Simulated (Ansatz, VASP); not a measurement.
**Two plane-wave programs on SnTe3**

```
CELL_PARAMETERS angstrom
0.00000 3.87293 3.87293
3.87293 0.00000 3.87293
3.87293 3.87293 0.00000
ATOMIC_POSITIONS crystal
Sn 0.00000 0.00000 0.00000
Te 0.50000 0.50000 0.50000
Te 0.75000 0.75000 0.75000
Te 0.25000 0.25000 0.25000
```

Alike in both runs: functional PBE; k mesh 4 × 4 × 4; occupations gaussian, width 0.1 eV; no spin polarisation.

Ansatz relaxed the structure, and its values are those at the end. VASP's run is a single point on that final structure, the one shown.

```csv
,VASP,Ansatz
version,VASP 6.6.1,Ansatz 0.2.0
potentials or method,"VASP PAW PBE potentials, release 64 (Sn_d, Te), cutoff 520 eV","scalar-relativistic, plane waves, PAW"
valence electrons in the cell,32,62
```

```tsv
	VASP	Ansatz	Ansatz less VASP
gap on the k mesh at the Fermi level (eV)	none	none	-
pressure (GPa)	-0.1	-0.1	+0.07
```

A gap of «none» marks a metal or a gap that the smearing closes. The functional is the same, so the differences come from potentials, cutoffs and numerics. VASP's potentials hold 32 valence electrons a cell and Ansatz's 62, so a difference there can come from the potentials and not from the codes.

Neither program's run includes spin-orbit coupling.
